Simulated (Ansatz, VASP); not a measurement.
## One calculation of C, two programs

File INCAR:

```
PREC     = Accurate       # precision mode
ENCUT    = 520            # plane-wave cutoff, eV
EDIFF    = 1E-8           # SCF threshold, eV
ISMEAR   = -1             # smearing method
SIGMA    = 0.05           # smearing width, eV
LREAL    = False          # projectors in reciprocal space
LASPH    = True           # aspherical terms in the spheres
NELM     = 60             # most SCF steps
ALGO     = Normal         # electronic algorithm
ISIF     = 2              # what is computed and relaxed
LWAVE    = False          # write WAVECAR
LCHARG   = False          # write CHGCAR
GGA      = PE             # functional
LEFG     = True         
NBANDS   = 11             # bands
```

KPOINTS

```
Automatic mesh
0
Gamma
  18 18 18
```

The input POSCAR:

```
C
1.0
    0.0000000000      2.0982532328      3.3027512099
    1.2114033709      0.0000000000      3.3027512099
    1.2114033709      2.0982532328      0.0000000000
C
2
Direct
    0.1666700000      0.8333300000      0.1666700000
    0.8333300000      0.1666700000      0.8333300000
```

Input for Ansatz:

```yaml
crystal:
  lattice:
    - [0.0, 2.0982532328, 3.3027512099]
    - [1.2114033709, 0.0, 3.3027512099]
    - [1.2114033709, 2.0982532328, 0.0]
  atoms:
    - { symbol: C, position: [0.16667, 0.83333, 0.16667] }
    - { symbol: C, position: [0.83333, 0.16667, 0.83333] }
kpoints:
  mp_grid: { grid: [18, 18, 18] }
scf:
  occupations: { method: fermi_dirac, width: 0.05 }
hamiltonian:
  xc: pbe
  pseudopotentials: { kind: all_electron, datasets: crystal }
output:
  forces: true
  stress: true
  eigenvalues: true
  efg: { contact_densities: true }
```

Change from the starting cell: volume scaled by 0.96, crystal datasets.

Alike in both runs: task electric field gradients; functional PBE; k mesh 18 × 18 × 18; occupations fermi-dirac, width 0.05 eV; no spin polarisation.

|  | VASP | Ansatz |
| --- | --- | --- |
| version | VASP 6.6.1 | Ansatz 0.2.0 |
| potentials or method | VASP PAW PBE potentials, release 64 (C), cutoff 520 eV | all-electron PAW with datasets made for the crystal, scalar-relativistic |

VASP gave:

```
pressure (GPa)                                                : 17.8
traceless stress, the component that is largest in VASP (GPa) : -13.30
size of Vzz on the site where it differs most (V/Å²)          : 33.3
```

Task: What did Ansatz give for the same quantities?

Result: Pressure (GPa): 17.3; traceless stress, the component that is largest in VASP (GPa): -12.64; size of Vzz on the site where it differs most (V/Å²): 27.9.

Ansatz ran all-electron here, and VASP with PAW potentials.
